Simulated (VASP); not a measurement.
Runs of VASP 6.6.1 on C. The structure is that of space group P6_3/mmc (No. 194), or close to it. The cells are those of the table. 

```tsv
task	cell	k mesh	cutoff (eV)	smearing	gap on the mesh (eV)	pressure (GPa)	largest force (eV/Å)
single point	a = 2.503, b = 2.503, c = 4.169 Å, angles 90.0, 90.0, 120.0°, 4 atoms	9 × 9 × 6	520	gaussian 0.01 eV	3.56	1.1	0.01
single point	a = 2.520, b = 2.520, c = 4.180 Å, angles 90.0, 90.0, 120.0°, 4 atoms	9 × 9 × 4	520	gaussian 0.1 eV	3.57	(a)	0.09
single point	a = 2.503, b = 2.503, c = 4.169 Å, angles 90.0, 90.0, 120.0°, 4 atoms	9 × 9 × 6	520	gaussian 0.02 eV	3.56	1.1	0.01
relaxation of cell and atoms	relaxed from a = 2.520, b = 2.520, c = 4.180 Å, angles 90.0, 90.0, 120.0°, 4 atoms	9 × 9 × 6	600	gaussian 0.02 eV	3.56	0.0	-
```

Alike in all rows: level r2SCAN; potentials or basis VASP PAW PBE potentials, release 64 (C); no spin polarisation.

Question: Estimate the missing entries.

Answer: (a) -6.0.

Caveats: the PAW data sets were made with another functional, which shifts forces and pressure a little.

A k mesh can miss the band edges.
